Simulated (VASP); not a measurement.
Runs of VASP 6.6.1 on OsO. The structure is that of space group Pm-3m (No. 221), or close to it. The cells are those of the table. 

| task | spin | cell | k mesh | cutoff (eV) | gap on the mesh (eV) | pressure (GPa) | relaxed volume (Å³/atom) |
| --- | --- | --- | --- | --- | --- | --- | --- |
| single point | off | a = 2.793 Å, 2 atoms | 6 × 6 × 6 | 520 | none | 0.1 | - |
| single point | collinear | a = 2.777 Å, 2 atoms | 6 × 6 × 6 | 520 | none | 5.3 | - |
| single point | off | a = 2.791 Å, 2 atoms | 20 × 20 × 20 | 520 | none | 0.1 | - |
| relaxation of cell and atoms | off | relaxed from a = 2.777 Å, 2 atoms | 6 × 6 × 6 | 600 | none | 0.0 | 10.90 |
| relaxation of cell and atoms | off | relaxed from a = 2.793 Å, 2 atoms | 20 × 20 × 20 | 600 | none | 0.0 | (a) |

Alike in all rows: level PBE; potentials or basis VASP PAW PBE potentials, release 64 (Os, O); smearing gaussian 0.1 eV.

Problem. Estimate the missing entries.

Solution. (a) 10.87.

Caveats: some runs use coarse meshes; spin-orbit coupling is left out, which moves the levels of the heavy elements.

A k mesh can miss the band edges, and the runs leave out spin-orbit coupling on Os.

A gap of «none» marks levels without a gap at the run's occupations.
